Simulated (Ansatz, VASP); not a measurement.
# Au in VASP and in Ansatz

File INCAR:

```
  PREC = Accurate
  ENCUT = 520
  EDIFF = 1E-6
  ISMEAR = 0
  SIGMA = 0.15
  LREAL = F
  LASPH = T
  NELM = 100
  ALGO = Normal
  ISIF = 2
  LWAVE = F
  LCHARG = F
  GGA = PS
  NBANDS = 12
```

File KPOINTS:

```
Automatic mesh
0
Gamma
  20 20 20
```

Contents of POSCAR:

```
Au
1.0
    0.0000000000      2.0966375000      1.9943625000
    2.0966375000      0.0000000000      1.9943625000
    2.0966375000      2.0966375000      0.0000000000
Au
1
Direct
    0.0000000000      0.0000000000      0.0000000000
```

Input for Ansatz:

```yaml
crystal:
  lattice:
    - [0.0, 2.0966375, 1.9943625]
    - [2.0966375, 0.0, 1.9943625]
    - [2.0966375, 2.0966375, 0.0]
  atoms:
    - { symbol: Au, position: [0.0, 0.0, 0.0] }
basis:
  ecutwfc: 420
kpoints:
  mp_grid: { grid: [20, 20, 20] }
hamiltonian:
  xc: pbesol
scf:
  occupations: { method: gaussian, width: 0.15 }
output:
  forces: true
  stress: true
  eigenvalues: true
```

Change from the starting cell: strain +0.025 along x and y, -0.025 along z, atoms carried along.

Alike in both runs: task single point; functional PBEsol; k mesh 20 × 20 × 20; occupations gaussian, width 0.15 eV; no spin polarisation.

|  | VASP | Ansatz |
| --- | --- | --- |
| version | VASP 6.6.1 | Ansatz 0.2.0 |
| potentials or method | VASP PAW PBE potentials, release 64 (Au), cutoff 520 eV | scalar-relativistic, plane waves, PAW |
| valence electrons in the cell | 11 | 19 |

|  | VASP | Ansatz | Ansatz less VASP |
| --- | --- | --- | --- |
| gap on the k mesh at the Fermi level (eV) | none | none | - |
| pressure (GPa) | -4.9 | -4.7 | +0.26 |
| traceless stress, the component that is largest in VASP (GPa) | 0.82 | 0.81 | -0.010 |

VASP's potentials were made for PBE, not for PBEsol. A gap of «none» marks a metal or a gap that the smearing closes. VASP's potentials hold 11 valence electrons a cell and Ansatz's 19, so a difference there can come from the potentials and not from the codes.

Neither program's run includes spin-orbit coupling.
